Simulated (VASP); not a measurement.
# ZnS (P6_3mc) in VASP: notebook

ZnS is run at these levels: PBE; tasks: relaxation of shape and atoms at fixed volume.

Program: VASP 6.6.1. These are calculated values, not measurements. Logs are shortened: lines on timing, memory, paths and dates and some standing lists are left out, and cuts for length are marked.

## (1) The cell of the first run

The structure is hexagonal, space group P6_3mc (No. 186). The conventional cell has a = 3.871 Å, b = 3.871 Å, c = 6.346 Å, α = 90.00°, β = 90.00°, γ = 120.00°. Zn (site symmetry 3m) has 4 S at 2.37 to 2.38 Å within 3.1 Å. Within 3.1 Å of S (site symmetry 3m) lie 4 Zn at 2.37 to 2.38 Å.

## (2) Relaxation of shape and atoms at fixed volume, PBE (20.59 Å³/atom)

File INCAR:

```
  PREC = Accurate
  ENCUT = 600
  EDIFF = 1E-6
  ISMEAR = 0
  SIGMA = 0.05
  LREAL = False
  LASPH = True
  NELM = 80
  ALGO = Normal
  ISIF = 4
  LWAVE = False
  LCHARG = False
  GGA = PE
  IBRION = 2
  NSW = 60
  EDIFFG = -0.01
```

File KPOINTS:

```
Automatic mesh
0
Gamma
  10 10 6
```

File POSCAR:

```
ZnS
1.0
    3.8712165499      0.0000000000      0.0000000000
   -1.9356082749      3.3525718757      0.0000000000
    0.0000000000      0.0000000000      6.3461277114
Zn S
2 2
Direct
    0.3333333333      0.6666666667      0.0052019370
    0.6666666667      0.3333333333      0.5052019370
    0.3333333333      0.6666666667      0.3797980630
    0.6666666667      0.3333333333      0.8797980630
```

Potentials or basis: VASP PAW PBE potentials, release 64 (Zn, S).

Command:

```console
$ cat potpaw_PBE.64/Zn/POTCAR potpaw_PBE.64/S/POTCAR > POTCAR
$ mpirun -np 1 vasp_std > vasp.out
```

OUTCAR:

```text
PREC = Accurate
   ENCUT = 600
   EDIFF = 1E-6
   ISMEAR = 0
   LREAL = False
   LASPH = True
   NELM = 80
   ISIF = 4
   GGA = PE
   IBRION = 2
   NSW = 60
   EDIFFG = -0.01

 ion  position               nearest neighbor table
   1  0.333  0.667  0.005-   4 2.37   4 2.37   4 2.37   3 2.38
   2  0.667  0.333  0.505-   3 2.37   3 2.37   3 2.37   4 2.38
   3  0.333  0.667  0.380-   2 2.37   2 2.37   2 2.37   1 2.38
   4  0.667  0.333  0.880-   1 2.37   1 2.37   1 2.37   2 2.38

  LATTYP: Found a hexagonal cell.
 ALAT       =     3.8712165499
 C/A-ratio  =     1.6393109581

  Lattice vectors:

 A1 = (   3.8712165499,   0.0000000000,   0.0000000000)
 A2 = (  -1.9356082749,   3.3525718757,   0.0000000000)
 A3 = (   0.0000000000,   0.0000000000,   6.3461277114)

Analysis of symmetry for initial positions (statically):
=====================================================================
 Subroutine PRICEL returns:
 Original cell was already a primitive cell.

 Routine SETGRP: Setting up the symmetry group for a
 hexagonal supercell.

 Subroutine GETGRP returns: Found 12 space group operations
 (whereof  6 operations were pure point group operations)
 out of a pool of 24 trial point group operations.

The static configuration has the point symmetry C_3v.
 The point group associated with its full space group is C_6v.

Analysis of symmetry for dynamics (positions and initial velocities):
=====================================================================
 Subroutine PRICEL returns:
 Original cell was already a primitive cell.

 Routine SETGRP: Setting up the symmetry group for a
 hexagonal supercell.

 Subroutine GETGRP returns: Found 12 space group operations
 (whereof  6 operations were pure point group operations)
 out of a pool of 24 trial point group operations.

The dynamic configuration has the point symmetry C_3v.
 The point group associated with its full space group is C_6v.

 Subroutine INISYM returns: Found 12 space group operations
 (whereof  6 operations are pure point group operations),
 and found     1 'primitive' translations

----------------------------------------------------------------------------------------

                                     Primitive cell

  volume of cell :      82.3634

  direct lattice vectors                    reciprocal lattice vectors
     3.871216550  0.000000000  0.000000000     0.258316730  0.149139234  0.000000000
    -1.935608275  3.352571876  0.000000000     0.000000000  0.298278467  0.000000000
     0.000000000  0.000000000  6.346127711     0.000000000  0.000000000  0.157576407

  length of vectors
     3.871216550  3.871216550  6.346127711     0.298278467  0.298278467  0.157576407

  position of ions in fractional coordinates (direct lattice)
     0.333333333  0.666666667  0.005201937
     0.666666667  0.333333333  0.505201937
     0.333333333  0.666666667  0.379798063
     0.666666667  0.333333333  0.879798063

  ion indices of the primitive-cell ions
   primitive index   ion index
                 1           1
                 2           2
                 3           3
                 4           4

----------------------------------------------------------------------------------------

 KPOINTS: Automatic mesh

Automatic generation of k-mesh.
 Grid dimensions read from file:
 generate k-points for:   10   10    6

 Generating k-lattice:

  Cartesian coordinates                     Fractional coordinates (reciprocal lattice)
     0.025831673  0.014913923  0.000000000     0.100000000 -0.000000000  0.000000000
     0.000000000  0.029827847  0.000000000     0.000000000  0.100000000  0.000000000
     0.000000000  0.000000000  0.026262734     0.000000000  0.000000000  0.166666667

  Length of vectors
     0.029827847  0.029827847  0.026262734

  Shift w.r.t. Gamma in fractional coordinates (k-lattice)
     0.000000000  0.000000000  0.000000000

 Subroutine IBZKPT returns following result:
 ===========================================

 Found     56 irreducible k-points:

 Following reciprocal coordinates:
            Coordinates               Weight
  0.000000  0.000000  0.000000      1.000000
  0.100000  0.000000  0.000000      6.000000
  0.200000  0.000000  0.000000      6.000000
  0.300000  0.000000  0.000000      6.000000
  0.400000  0.000000  0.000000      6.000000
  0.500000  0.000000  0.000000      3.000000
[... 16 lines left out ...]
  0.300000  0.100000  0.166667     24.000000
  0.400000  0.100000  0.166667     24.000000
 [... further k-points ...]
   k-points           NKPTS =     56   k-points in BZ     NKDIM =     56   number of bands    NBANDS=     22
   number of dos      NEDOS =    301   number of ions     NIONS =      4
   total plane-waves  NPLWV =  55296
   dimension x,y,z NGX =    32 NGY =   32 NGZ =   54
   dimension x,y,z NGXF=    64 NGYF=   64 NGZF=  108
   ions per type =               2   2
   NGX,Y,Z   is equivalent  to a cutoff of  13.74, 13.74, 14.15 a.u.
   NGXF,Y,Z  is equivalent  to a cutoff of  27.48, 27.48, 28.29 a.u.
 SYSTEM =  unknown system
   PREC   = accura    normal or accurate (medium, high low for compatibility)
   ISTART =      0    job   : 0-new  1-cont  2-samecut
   ICHARG =      2    charge: 1-file 2-atom 10-const
   ISPIN  =      1    spin polarized calculation?
   LNONCOLLINEAR =      F non collinear calculations
   LSORBIT =      F    spin-orbit coupling
   LASPH  =      T    aspherical Exc in radial PAW
   ENCUT  =  600.0 eV  44.10 Ry    6.64 a.u.   7.73  7.73 12.67*2*pi/ulx,y,z
   NELM   =     80;   NELMIN=  2; NELMDL= -5     # of ELM steps
   EDIFF  = 0.1E-05   stopping-criterion for ELM
   LREAL  =      F    real-space projection
   EDIFFG = -.1E-01   stopping-criterion for IOM
   NSW    =     60    number of steps for IOM
   IBRION =      2    ionic relax: 0-MD 1-quasi-New 2-CG
   NFREE  =      1    steps in history (QN), initial steepest desc. (CG)
   ISIF   =      4    stress and relaxation
   ISYM   =      2    0-nonsym 1-usesym 2-fastsym
   POTIM  = 0.5000    time-step for ionic-motion
   TEBEG  =    0.0;   TEEND  =   0.0 temperature during run
   PSTRESS=    0.0 pullay stress
   NELECT =      36.0000    total number of electrons
   NUPDOWN=      -1.0000    fix difference up-down
   EMIN   =  10.00;   EMAX   =-10.00  energy-range for DOS
   EFERMI =   0.00;   METHOD = LEGACY
   ISMEAR =     0;   SIGMA  =   0.05  broadening in eV -4-tet -1-fermi 0-gaus
   EFERMI_NEDOS =   21; number of points for ismear=-14 and -15
   IALGO  =     38    algorithm
   IMIX   =      4    mixing-type and parameters
     AMIX     =   0.40;   BMIX     =  1.00
     AMIX_MAG =   1.60;   BMIX_MAG =  1.00
  volume/ion in A,a.u.               =      20.59       138.95
  Fermi-wavevector in a.u.,A,eV,Ry     =   1.242408  2.347811 21.001646  1.543577
  Thomas-Fermi vector in A             =   2.376764
   LORBIT       =      0    0 simple, 1 ext, 2 COOP (PROOUT), +10 PAW based schemes
   GGA     = PE    functional components
   LHFCALC =     F    Hartree Fock is set to
   AEXX    =    0.0000 exact exchange contribution
   IVDW    =     0    specifies the selected vdW correction
   LEPSILON=     F    determine dielectric tensor
   LRPA    =     F    only Hartree local field effects (RPA)
 conjugate gradient relaxation of ions
 non-spin polarized calculation
 Gauss-broadening in eV      SIGMA  =   0.05
  energy-cutoff  :      600.00
  volume of cell :       82.36
 maximum number of plane-waves:      2798
 NGX is ok and might be reduce to    32
   NGX = 15   NGY = 15   NGZ = 25

 number of electron      35.9999984 magnetization

 Free energy of the ion-electron system (eV)
  ---------------------------------------------------
  ext. energy  EPLUGINS =         0.00000000
  ---------------------------------------------------
  free energy    TOTEN  =       -13.68862450 eV

  energy without entropy =      -13.68862450  energy(sigma->0) =      -13.68862450

 E-fermi :   1.9499     XC(G=0):  -9.4241

 val. band max:        1.7343011308   @ k =   0.0000   0.0000   0.0000
 cond. band min:       3.7282090936   @ k =   0.0000   0.0000   0.0000
 fundamental gap:      1.9939079628
 Fermi energy:         1.9498694259

 k-point     1 :       0.0000    0.0000    0.0000
  band No.  band energies     occupation
      1     -11.1400      2.00000
      2     -10.2856      2.00000
      3      -4.4499      2.00000
      4      -4.4390      2.00000
      5      -4.4390      2.00000
      6      -4.3640      2.00000
[... 14 lines left out ...]
     21       8.0725      0.00000
     22       8.0725      0.00000

 k-point     2 :       0.1000    0.0000    0.0000
  band No.  band energies     occupation
      1     -11.0775      2.00000
      2     -10.2510      2.00000
      3      -4.4460      2.00000
      4      -4.4328      2.00000
      5      -4.4266      2.00000
      6      -4.3565      2.00000
[... 14 lines left out ...]
     21       7.7632      0.00000
     22       8.2578      0.00000

 k-point     3 :       0.2000    0.0000    0.0000
  band No.  band energies     occupation
      1     -10.9030      2.00000
      2     -10.1619      2.00000
      3      -4.4445      2.00000
      4      -4.4057      2.00000
      5      -4.3969      2.00000
      6      -4.3253      2.00000
[... 14 lines left out ...]
     21       7.5297      0.00000
     22       8.4341      0.00000

 k-point     4 :       0.3000    0.0000    0.0000
  band No.  band energies     occupation
      1     -10.6569      2.00000
      2     -10.0614      2.00000
      3      -4.4314      2.00000
      4      -4.3707      2.00000
      5      -4.3668      2.00000
      6      -4.2543      2.00000
[... 14 lines left out ...]
     21       7.4865      0.00000
     22       8.2809      0.00000

 k-point     5 :       0.4000    0.0000    0.0000
  band No.  band energies     occupation
      1     -10.4136      2.00000
      2     -10.0047      2.00000
      3      -4.4185      2.00000
      4      -4.3490      2.00000
      5      -4.3025      2.00000
      6      -4.1885      2.00000
[... 417 lines left out ...]
 k-point    22 :       0.2000    0.1000    0.1667
  band No.  band energies     occupation
      1     -10.7071      2.00000
      2     -10.1416      2.00000
      3      -4.4294      2.00000
      4      -4.3855      2.00000
      5      -4.3723      2.00000
      6      -4.3048      2.00000
[... 14 lines left out ...]
     21       7.5819      0.00000
     22       7.8688      0.00000

 k-point    23 :       0.3000    0.1000    0.1667
  band No.  band energies     occupation
      1     -10.4662      2.00000
      2     -10.0493      2.00000
      3      -4.4124      2.00000
      4      -4.3567      2.00000
      5      -4.3254      2.00000
      6      -4.2307      2.00000
[... 14 lines left out ...]
     21       7.4825      0.00000
     22       7.9161      0.00000

 k-point    24 :       0.4000    0.1000    0.1667
  band No.  band energies     occupation
      1     -10.2802      2.00000
      2     -10.0173      2.00000
      3      -4.4097      2.00000
      4      -4.3370      2.00000
      5      -4.2653      2.00000
      6      -4.1865      2.00000
[... 14 lines left out ...]
     21       7.3037      0.00000
     22       8.1146      0.00000

 [... further k-points ...]
[... 5 lines left out ...]
  --------------------------------------------------------------------------------------
  -------------------------------------------------------------------------------------
  Total       -0.6004827     -0.6004827     -0.5955923     -0.0000000      0.0000000      0.0000000
  in kB      -11.6809118    -11.6809118    -11.5857810     -0.0000000      0.0000000      0.0000000
  external PRESSURE =     -11.6492015 kB  Pullay stress =       0.0000000 kB

 VOLUME and BASIS-vectors are now :
 -----------------------------------------------------------------------------
  energy-cutoff  :      600.00
  volume of cell :       82.36
      direct lattice vectors                 reciprocal lattice vectors
     3.871216550  0.000000000  0.000000000     0.258316730  0.149139234  0.000000000
    -1.935608275  3.352571876  0.000000000     0.000000000  0.298278467  0.000000000
     0.000000000  0.000000000  6.346127711     0.000000000  0.000000000  0.157576407

 POSITION                                       TOTAL-FORCE (eV/Angst)
 -----------------------------------------------------------------------------------
     -0.00000      2.23505      0.03301         0.000000     -0.000000     -0.002722
      1.93561      1.11752      3.20608        -0.000000      0.000000     -0.002722
     -0.00000      2.23505      2.41025        -0.000000      0.000000      0.002722
      1.93561      1.11752      5.58331         0.000000     -0.000000      0.002722
 -----------------------------------------------------------------------------------
    total drift:                               -0.000000     -0.000000      0.000667

  FREE ENERGIE OF THE ION-ELECTRON SYSTEM (eV)
  ---------------------------------------------------
  free  energy   TOTEN  =       -13.6886245044 eV

  energy  without entropy=      -13.6886245044  energy(sigma->0) =      -13.68862450

 reached required accuracy - stopping structural energy minimisation
```

Run time: 68 s. Hardware: 1 thread of AMD EPYC 9R45 (Zen 5), shared host; peak memory 0.25 GiB.

Results:

* Free energy: -13.6886 eV
* Pressure after relaxing: -1.2 GPa
* Band gap on the k mesh: 1.99 eV

Forces in eV/Å, atoms in the order of the input:
```
Zn   0.000  0.000 -0.003
Zn   0.000  0.000 -0.003
S    0.000  0.000  0.003
S    0.000  0.000  0.003
```

Final structure:
```
Zn S
1.0
     3.87122    0.00000    0.00000
    -1.93561    3.35257    0.00000
     0.00000    0.00000    6.34613
Zn S
2 2
Direct
  0.33333 0.66667 0.00520
  0.66667 0.33333 0.50520
  0.33333 0.66667 0.37980
  0.66667 0.33333 0.87980
```

Levels at points of the mesh, in eV from the valence-band top:
| k point | band 14 | band 15 | band 16 | band 17 | band 18 | band 19 | band 20 | band 21 | band 22 |
| --- | --- | --- | --- | --- | --- | --- | --- | --- | --- |
| (0.00, 0.00, 0.00) | -0.83 | -0.83 | -0.07 | 0.00 | 0.00 | 1.99 | 3.01 | 6.34 | 6.34 |
| (0.50, 0.00, 0.00) | -3.94 | -3.05 | -2.07 | -1.55 | -0.82 | 3.70 | 4.12 | 5.16 | 6.94 |
| (0.00, 0.00, 0.50) | -2.76 | -0.43 | -0.43 | -0.43 | -0.43 | 3.42 | 3.42 | 6.71 | 6.71 |
| (0.50, 0.00, 0.50) | -4.64 | -1.52 | -1.52 | -1.49 | -1.49 | 3.53 | 3.53 | 5.25 | 5.25 |

Caveat: the relaxation stopped at its first step, so nothing moved.

## (3) Relaxation of shape and atoms at fixed volume, PBE (20.99 Å³/atom)

This run uses another cell than the first one, of 20.99 Å³/atom.

Changes to INCAR since step 2:

```diff
@@ -7,3 +7,3 @@
   LASPH = True
-  NELM = 80
+  NELM = 60
   ALGO = Normal
```

File KPOINTS:

```
regular mesh
0
Gamma
  10 10 6
```

File POSCAR:

```
ZnS
1.0
    3.8963550240      0.0000000000      0.0000000000
   -1.9481775120      3.3743424330      0.0000000000
    0.0000000000      0.0000000000      6.3873374876
Zn S
2 2
Direct
    0.3333333333      0.6666666667      0.0052019370
    0.6666666667      0.3333333333      0.5052019370
    0.3333333333      0.6666666667      0.3797980630
    0.6666666667      0.3333333333      0.8797980630
```

Potentials or basis: VASP PAW PBE potentials, release 64 (Zn, S).

Command:

```console
$ cat potpaw_PBE.64/Zn/POTCAR potpaw_PBE.64/S/POTCAR > POTCAR
$ mpirun -np 1 vasp_std > vasp.out
```

Wall time 65 s (1 thread of AMD EPYC 9R45 (Zen 5), shared host); peak memory 0.25 GiB.

The run converged. Its results:

```yaml
Free_energy: -13.6709 eV
Pressure_after_relaxing: -2.4 GPa
Largest_force_after_relaxing: 0.006 eV/Å
Band_gap_on_the_k_mesh: 1.91 eV
```

Forces on the atoms (eV/Å):
```
Zn   0.000  0.000 -0.006
Zn   0.000  0.000 -0.006
S    0.000  0.000  0.006
S    0.000  0.000  0.006
```

Final structure:
```
CELL_PARAMETERS angstrom
3.89636 0.00000 0.00000
-1.94818 3.37434 0.00000
0.00000 0.00000 6.38734
ATOMIC_POSITIONS crystal
Zn 0.33333 0.66667 0.00520
Zn 0.66667 0.33333 0.50520
S 0.33333 0.66667 0.37980
S 0.66667 0.33333 0.87980
```

Levels at points of the mesh, in eV from the valence-band top:
```csv
k point,band 15,band 16,band 17,band 18,band 19,band 20,band 21,band 22
"(0.00, 0.00, 0.00)",-0.80,-0.07,0.00,0.00,1.91,2.98,6.35,6.35
"(0.50, 0.00, 0.00)",-2.97,-2.01,-1.50,-0.79,3.70,4.07,5.17,6.94
"(0.00, 0.00, 0.50)",-0.42,-0.42,-0.42,-0.42,3.35,3.35,6.67,6.67
"(0.50, 0.00, 0.50)",-1.47,-1.47,-1.45,-1.45,3.52,3.52,5.26,5.26
```

Caveat: the relaxation stopped at its first step, so nothing moved.
